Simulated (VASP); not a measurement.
# SnGe3Te4 (R3m) in VASP: further runs

Runs on SnGe3Te4. Level: PBE. Tasks: single point.

Everything below comes from runs of VASP 6.6.1. Logs are shortened: lines on timing, memory, paths and dates and some standing lists are left out, and cuts for length are marked.

## (1) The cell of the first run

Symmetry: R3m, No. 160, trigonal system. The conventional cell has a = 8.609 Å, b = 8.609 Å, c = 11.201 Å, α = 90.00°, β = 90.00°, γ = 120.00°. Sn (site symmetry 3m) has 6 Te at 3.03 to 3.20 Å within 4.0 Å. Ge (site symmetry m) has 6 Te at 2.86 to 3.39 Å within 3.8 Å. Within 3.8 Å of Te (site symmetry m) lie 4 Ge at 2.86 to 3.39 Å and 2 Sn at 3.03 to 3.20 Å. Te (site symmetry 3m) has 6 Ge at 2.88 to 3.37 Å within 3.8 Å.

## (2) Single point, PBE

INCAR reads:

```
SYSTEM = SnGe3Te4
  ALGO = Normal
  EDIFF = 1E-6
  ENCUT = 520
  GGA = PE
  ISIF = 2
  ISMEAR = 0
  LASPH = .True.
  LCHARG = .True.
  LELF = .True.
  LREAL = .False.
  LVHAR = .True.
  LWAVE = .False.
  NBANDS = 50
  NELM = 80
  PREC = Accurate
  SIGMA = 0.1
```

KPOINTS reads:

```
k-points
0
Gamma
  3 3 3
  0 0 0
```

POSCAR reads:

```
SnGe3Te4
1.0
    4.3047248000      2.4853340000      3.7337519000
   -4.3047248000      2.4853340000      3.7337519000
    0.0000000000     -4.9706681000      3.7337519000
Sn Ge Te
1 3 4
Direct
    0.5086710000      0.5086710000      0.5086710000
    0.9892700000      0.4902380000      0.9892700000
    0.4902380000      0.9892700000      0.9892700000
    0.9892700000      0.9892700000      0.4902380000
    0.5293250000      0.0207150000      0.5293250000
    0.0207150000      0.5293250000      0.5293250000
    0.0271860000      0.0271860000      0.0271860000
    0.5293250000      0.5293250000      0.0207150000
```

Potentials or basis: VASP PAW PBE potentials, release 64 (Sn_d, Ge_d, Te).

Run with:

```
> cat potpaw_PBE.64/Sn_d/POTCAR potpaw_PBE.64/Ge_d/POTCAR potpaw_PBE.64/Te/POTCAR > POTCAR
> mpirun -np 1 vasp_std > vasp.out
```

OUTCAR:

```text
SYSTEM = SnGe3Te4
   EDIFF = 1E-6
   ENCUT = 520
   GGA = PE
   ISIF = 2
   ISMEAR = 0
   LASPH = .True.
   LREAL = .False.
   NELM = 80
   PREC = Accurate

 ion  position               nearest neighbor table
   1  0.509  0.509  0.509-   5 3.03   6 3.03   8 3.03   5 3.20   6 3.20   8 3.20
   2  0.989  0.490  0.989-   8 2.86   6 2.86   7 2.88
   3  0.490  0.989  0.989-   8 2.86   5 2.86   7 2.88
   4  0.989  0.989  0.490-   5 2.86   6 2.86   7 2.88
   5  0.529  0.021  0.529-   4 2.86   3 2.86   1 3.03   1 3.20
   6  0.021  0.529  0.529-   4 2.86   2 2.86   1 3.03   1 3.20
   7  0.027  0.027  0.027-   2 2.88   3 2.88   4 2.88
   8  0.529  0.529  0.021-   2 2.86   3 2.86   1 3.03   1 3.20

  LATTYP: Found a trigonal (rhomboedric) cell.
 ALAT       =     6.2167872688
 COS(alpha) =     0.0410658898

  Lattice vectors:

 A1 = (   4.3047248000,   2.4853340000,   3.7337519000)
 A2 = (  -4.3047248000,   2.4853340000,   3.7337519000)
 A3 = (   0.0000000000,  -4.9706681000,   3.7337519000)

Analysis of symmetry for initial positions (statically):
=====================================================================
 Subroutine PRICEL returns:
 Original cell was already a primitive cell.

 Routine SETGRP: Setting up the symmetry group for a
 trigonal (rhombohedral) supercell.

 Subroutine GETGRP returns: Found  6 space group operations
 (whereof  6 operations were pure point group operations)
 out of a pool of 12 trial point group operations.

The static configuration has the point symmetry C_3v.

Analysis of symmetry for dynamics (positions and initial velocities):
=====================================================================
 Subroutine PRICEL returns:
 Original cell was already a primitive cell.

 Routine SETGRP: Setting up the symmetry group for a
 trigonal (rhombohedral) supercell.

 Subroutine GETGRP returns: Found  6 space group operations
 (whereof  6 operations were pure point group operations)
 out of a pool of 12 trial point group operations.

The dynamic configuration has the point symmetry C_3v.

 Subroutine INISYM returns: Found  6 space group operations
 (whereof  6 operations are pure point group operations),
 and found     1 'primitive' translations

----------------------------------------------------------------------------------------

                                     Primitive cell

  volume of cell :     239.6773

[... 86 lines left out ...]
   NFREE  =      0    steps in history (QN), initial steepest desc. (CG)
   ISIF   =      2    stress and relaxation
   ISYM   =      2    0-nonsym 1-usesym 2-fastsym
   POTIM  = 0.5000    time-step for ionic-motion
   TEBEG  =    0.0;   TEEND  =   0.0 temperature during run
   PSTRESS=    0.0 pullay stress
   NELECT =      80.0000    total number of electrons
   NUPDOWN=      -1.0000    fix difference up-down
   EMIN   =  10.00;   EMAX   =-10.00  energy-range for DOS
   EFERMI =   0.00;   METHOD = LEGACY
   ISMEAR =     0;   SIGMA  =   0.10  broadening in eV -4-tet -1-fermi 0-gaus
   EFERMI_NEDOS =   21; number of points for ismear=-14 and -15
   IALGO  =     38    algorithm
   IMIX   =      4    mixing-type and parameters
     AMIX     =   0.40;   BMIX     =  1.00
     AMIX_MAG =   1.60;   BMIX_MAG =  1.00
  volume/ion in A,a.u.               =      29.96       202.18
  Fermi-wavevector in a.u.,A,eV,Ry     =   1.135610  2.145992 17.546210  1.289610
  Thomas-Fermi vector in A             =   2.272315
   LORBIT       =      0    0 simple, 1 ext, 2 COOP (PROOUT), +10 PAW based schemes
   GGA     = PE    functional components
   LHFCALC =     F    Hartree Fock is set to
   AEXX    =    0.0000 exact exchange contribution
   IVDW    =     0    specifies the selected vdW correction
   LEPSILON=     F    determine dielectric tensor
   LRPA    =     F    only Hartree local field effects (RPA)
 non-spin polarized calculation
 Gauss-broadening in eV      SIGMA  =   0.10
  energy-cutoff  :      520.00
  volume of cell :      239.68
 maximum number of plane-waves:      6460
 NGX is ok and might be reduce to    48
   NGX = 23   NGY = 23   NGZ = 23

 number of electron      80.0000069 magnetization

 Free energy of the ion-electron system (eV)
  ---------------------------------------------------
  ext. energy  EPLUGINS =         0.00000000
  ---------------------------------------------------
  free energy    TOTEN  =       -31.21244105 eV

  energy without entropy =      -31.21244105  energy(sigma->0) =      -31.21244105

 E-fermi :   5.8201     XC(G=0):  -9.3837

 val. band max:        5.3742253778   @ k =   0.3333   0.3333   0.0000
 cond. band min:       6.4998238717   @ k =  -0.3333   0.3333   0.3333
 fundamental gap:      1.1255984939
 Fermi energy:         5.8201452654

 k-point     1 :       0.0000    0.0000    0.0000
  band No.  band energies     occupation
      1     -19.3559      2.00000
      2     -19.3553      2.00000
      3     -19.3553      2.00000
      4     -19.3527      2.00000
      5     -19.3527      2.00000
      6     -19.3521      2.00000
[... 307 lines left out ...]
     49       7.7244      0.00000
     50       8.4688      0.00000

------------------------ aborting loop because EDIFF is reached ----------------------------------------

  FORCE on cell =-STRESS in cart. coord.  units (eV):
  Direction    XX          YY          ZZ          XY          YZ          ZX
  --------------------------------------------------------------------------------------
  -------------------------------------------------------------------------------------
  Total       -0.1162452     -0.1162452      0.2461903      0.0000000     -0.0000000      0.0000000
  in kB       -0.7770678     -0.7770678      1.6457152      0.0000000     -0.0000000      0.0000000
  external PRESSURE =       0.0305265 kB  Pullay stress =       0.0000000 kB

 VOLUME and BASIS-vectors are now :
 -----------------------------------------------------------------------------
  energy-cutoff  :      520.00
  volume of cell :      239.68
      direct lattice vectors                 reciprocal lattice vectors
     4.304724800  2.485334000  3.733751900     0.116151444  0.067060067  0.089275706
    -4.304724800  2.485334000  3.733751900    -0.116151444  0.067060067  0.089275706
     0.000000000 -4.970668100  3.733751900     0.000000000 -0.134120134  0.089275704

 POSITION                                       TOTAL-FORCE (eV/Angst)
 -----------------------------------------------------------------------------------
      0.00000     -0.00000      5.69775         0.000000     -0.000000      0.003309
      2.14820     -1.24026      9.21780        -0.020502      0.011837      0.048867
     -2.14820     -1.24026      9.21780         0.020502      0.011837      0.048867
      0.00000      2.48052      9.21780         0.000000     -0.023674      0.048867
      2.18943     -1.26407      4.03008        -0.032791      0.018932     -0.022947
     -2.18943     -1.26407      4.03008         0.032791      0.018932     -0.022947
      0.00000     -0.00000      0.30452         0.000000      0.000000     -0.081069
      0.00000      2.52813      4.03008         0.000000     -0.037864     -0.022947
 -----------------------------------------------------------------------------------
    total drift:                               -0.000000      0.000001     -0.001547

  FREE ENERGIE OF THE ION-ELECTRON SYSTEM (eV)
  ---------------------------------------------------
  free  energy   TOTEN  =       -31.2124410526 eV

  energy  without entropy=      -31.2124410525  energy(sigma->0) =      -31.21244105
```

OSZICAR:

```text
N       E                     dE             d eps       ncg     rms          rms(c)
DAV:   1     0.819670909261E+03    0.81967E+03   -0.35842E+04   736   0.274E+03
DAV:   2     0.136523258505E+03   -0.68315E+03   -0.65335E+03   600   0.803E+02
DAV:   3    -0.183577291982E+02   -0.15488E+03   -0.14735E+03   678   0.217E+02
DAV:   4    -0.308269634105E+02   -0.12469E+02   -0.12275E+02   710   0.685E+01
DAV:   5    -0.312645572850E+02   -0.43759E+00   -0.43614E+00   752   0.132E+01    0.966E+00
DAV:   6    -0.312044856799E+02    0.60072E-01   -0.26634E-01   876   0.289E+00    0.641E+00
DAV:   7    -0.312155969773E+02   -0.11111E-01   -0.12492E-01   816   0.137E+00    0.409E-01
DAV:   8    -0.312116829774E+02    0.39140E-02   -0.16152E-02   710   0.791E-01    0.423E-01
DAV:   9    -0.312123368009E+02   -0.65382E-03   -0.28218E-03   752   0.179E-01    0.577E-02
DAV:  10    -0.312123973781E+02   -0.60577E-04   -0.11145E-04   748   0.540E-02    0.355E-02
DAV:  11    -0.312124329062E+02   -0.35528E-04   -0.31232E-05   616   0.219E-02    0.150E-02
DAV:  12    -0.312124413307E+02   -0.84246E-05   -0.11990E-05   582   0.127E-02    0.567E-03
DAV:  13    -0.312124410526E+02    0.27817E-06   -0.71503E-07   456   0.459E-03
   1 F= -.31212441E+02 E0= -.31212441E+02  d E =-.290071E-10
```

Run time: 38 s. Hardware: 1 thread of Intel Xeon 6975P-C (Granite Rapids), shared host; peak memory 0.35 GiB.

Results:

| Quantity | Value |
| --- | --- |
| Free energy | -31.2124 eV |
| Pressure | 0.0 GPa |
| Largest force | 0.081 eV/Å |
| Band gap on the k mesh | 1.13 eV (least direct gap 1.19 eV) |

Forces in eV/Å, atoms in the order of the input:
```
Sn   0.000  0.000  0.003
Ge  -0.021  0.012  0.049
Ge   0.021  0.012  0.049
Ge   0.000 -0.024  0.049
Te  -0.033  0.019 -0.023
Te   0.033  0.019 -0.023
Te   0.000  0.000 -0.081
Te   0.000 -0.038 -0.023
```

Stress tensor (GPa, compression positive):
```
-0.08  0.00  0.00
 0.00 -0.08  0.00
 0.00  0.00  0.16
```

Caveat: spin-orbit coupling is left out, which moves the levels of the heavy elements. A k mesh can miss the band edges.

## (3) Single point, PBE

INCAR reads:

```
SYSTEM = SnGe3Te4
PREC = Accurate
ENCUT = 520
EDIFF = 1E-7
ISMEAR = 0
SIGMA = 0.02
LREAL = .False.
LASPH = .True.
NELM = 100
ALGO = Normal
ISIF = 2
LWAVE = .False.
LCHARG = .True.
GGA = PE
LELF = .True.
LVHAR = .True.
NBANDS = 50
```

KPOINTS reads:

```
regular mesh
0
Gamma
  6 6 6
  0 0 0
```

POSCAR: that of step 2 with these lines changed.

```diff
@@ -2,5 +2,5 @@
 1.0
-    4.3047248000      2.4853340000      3.7337519000
-   -4.3047248000      2.4853340000      3.7337519000
-    0.0000000000     -4.9706681000      3.7337519000
+    4.3047248098      2.4853340110      3.7337519111
+   -4.3047248098      2.4853340110      3.7337519111
+    0.0000000000     -4.9706680721      3.7337518778
 Sn Ge Te
```

Potentials or basis: VASP PAW PBE potentials, release 64 (Sn_d, Ge_d, Te).

Run with:

```
> cat potpaw_PBE.64/Sn_d/POTCAR potpaw_PBE.64/Ge_d/POTCAR potpaw_PBE.64/Te/POTCAR > POTCAR
> mpirun -np 1 vasp_std > vasp.out
```

It took 3 min on 1 thread of Intel Xeon 6975P-C (Granite Rapids), shared host; peak memory 0.52 GiB.

Results (log left out):

```
Free energy            : -30.9548 eV
Pressure               : 0.0 GPa
Largest force          : 0.012 eV/Å
Band gap on the k mesh : 0.14 eV
```

Forces in eV/Å, atoms in the order of the input:
```
Sn   0.000  0.000  0.000
Ge   0.004 -0.002  0.011
Ge  -0.004 -0.002  0.011
Ge   0.000  0.004  0.011
Te  -0.004  0.002 -0.009
Te   0.004  0.002 -0.009
Te   0.000  0.000 -0.007
Te   0.000 -0.005 -0.009
```

Levels at points of the mesh, in eV from the valence-band top:
```csv
k point,band 37,band 38,band 39,band 40,band 41,band 42,band 43,band 44
"(0.00, 0.00, 0.00)",-3.43,-2.00,-1.90,-1.90,1.88,1.93,1.93,2.58
"(0.50, 0.00, 0.00)",-1.92,-1.74,-1.09,-0.77,0.99,1.03,1.90,2.23
"(0.50, 0.50, 0.00)",-1.46,-1.26,-0.97,-0.75,0.89,1.02,1.08,1.17
"(0.50, 0.50, 0.50)",-0.83,-0.69,-0.69,0.00,0.14,0.14,0.44,0.44
```

Caveat: spin-orbit coupling is left out, which moves the levels of the heavy elements. A k mesh can miss the band edges.

[end of part 1 of 2]
